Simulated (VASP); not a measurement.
Wanted: the native input for a VASP 6.6.1 run.

| Property | Result |
| --- | --- |
| Task | single point |
| Functional | LDA |
| Potentials or basis | VASP PAW LDA potentials, release 64 (Cu) |
| Cutoff | 600 eV |
| k mesh | 13 × 13 × 12 |
| Occupations | methfessel-paxton, width 0.1 eV |
| Spin | no spin polarisation |
| Dipole correction | no |
| Further INCAR settings | ALGO = Normal; EDIFF = 1e-06; NBANDS = 18 |

The structure of Cu lies in POSCAR:

```
Cu
1.0
    4.1588740000      0.0000000000      0.0000000000
   -3.4449051002      2.3299918022      0.0000000000
    0.0000000000      0.0000000000      2.4754960000
Cu
2
Direct
    0.1338670000      0.8661330000      0.2500000000
    0.8661330000      0.1338670000      0.7500000000
```

The input as run:

INCAR

```
SYSTEM = Cu
  ALGO = Normal
  EDIFF = 1E-6
  ENCUT = 600
  GGA = CA
  GGA_COMPAT = .FALSE.
  ISIF = 2
  ISMEAR = 1
  LASPH = .TRUE.
  LCHARG = .TRUE.
  LELF = .TRUE.
  LREAL = .FALSE.
  LVHAR = .TRUE.
  LWAVE = .FALSE.
  NBANDS = 18
  NELM = 120
  PREC = Accurate
  SIGMA = 0.1
```

KPOINTS

```
k-points
0
G
  13 13 12
  0 0 0
```

Potentials or basis: VASP PAW LDA potentials, release 64 (Cu).

Launch:

```console
$ cat potpaw_LDA.64/Cu/POTCAR > POTCAR
$ mpirun -np 1 vasp_std > vasp.out
```

It gave:

* Pressure: -6.8 GPa
* Largest force: 0.049 eV/Å
* Band gap on the k mesh: zero (bands 11 and 12 overlap by 5.63 eV)

Caveat: the cell stands under tension.

Wall time 4.4 min on 1 thread of Intel Xeon 8259CL, with other jobs on the host, peak memory 0.27 GiB.
